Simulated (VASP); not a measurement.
Write the native input for VASP 6.6.1 that does the following.

- Task: single point
- Functional: PBE
- Dispersion: D3(BJ)
- Potentials or basis: VASP PAW PBE potentials, release 64 (O, H, Ca_sv, Cl)
- Cutoff: 520 eV
- k mesh: 1 × 1 × 1
- Occupations: fermi-dirac, width 0.02 eV
- Spin: no spin polarisation
- Dipole correction: no
- Further INCAR settings: LREAL = Auto; ALGO = Normal; EDIFF = 1e-06; NBANDS = 41

The structure of CaH8Cl2O4 lies in POSCAR:

```
CaH8Cl2O4
1.0
    6.5009270000      0.0000000000      0.0000000000
    0.0000000000      6.5009270000      0.0000000000
    0.0000000000      0.0000000000      6.5009270000
O H Ca Cl
4 8 1 2
Direct
    0.6703659340      0.1970949681     -0.0384560540
    0.2495490259      0.5521827887     -0.0208124164
    0.8164989393      1.0252230182      0.4107721868
   -0.1611616313      0.6555988092     -0.0334875319
    0.7904103522      0.1206750976     -0.0990320304
    0.7086220165      0.3433510329      0.0211508297
    0.1151066609      0.5010208544      0.0420093934
    0.2061090672      0.6942548347     -0.0625141614
    0.9386968966      1.0290224763      0.5147112096
    0.7740588381      0.8760596758      0.4094339161
   -0.2393658627      0.6910860559      0.1079076876
   -0.1344423649      0.7926408034     -0.1145990410
    0.4451365167      0.3495040015      0.6984542358
    0.7175899683      0.5222178314      0.5307396930
    0.1734829510      0.9806601428      0.7124830043
```

The input as run:

INCAR

```
PREC = Accurate ; ENCUT = 520
EDIFF = 1E-6 ; ISMEAR = -1
SIGMA = 0.02 ; LREAL = Auto
LASPH = T ; NELM = 60
ALGO = Normal ; ISIF = 2
LWAVE = F ; LCHARG = F
GGA = PE ; IVDW = 12
NBANDS = 41
```

KPOINTS

```
Automatic mesh
0
Gamma
  1 1 1
```

Potentials or basis: VASP PAW PBE potentials, release 64 (O, H, Ca_sv, Cl).

The run is started by

```sh
$ cat potpaw_PBE.64/O/POTCAR potpaw_PBE.64/H/POTCAR potpaw_PBE.64/Ca_sv/POTCAR potpaw_PBE.64/Cl/POTCAR > POTCAR
$ mpirun -np 1 vasp_gam > vasp.out
```

Results of the run:

```
Pressure                   : -3.8 GPa
Largest force              : 3.501 eV/Å
Band gap on the k mesh     : 3.62 eV
Dispersion energy per atom : -0.048 eV
```

Caveat: the k points lie up to 0.97 Å⁻¹ apart.

It took 13 s on 1 thread of AMD EPYC 9R45 96-Core Processor (Zen 5), on a shared host, peak memory 0.28 GiB.
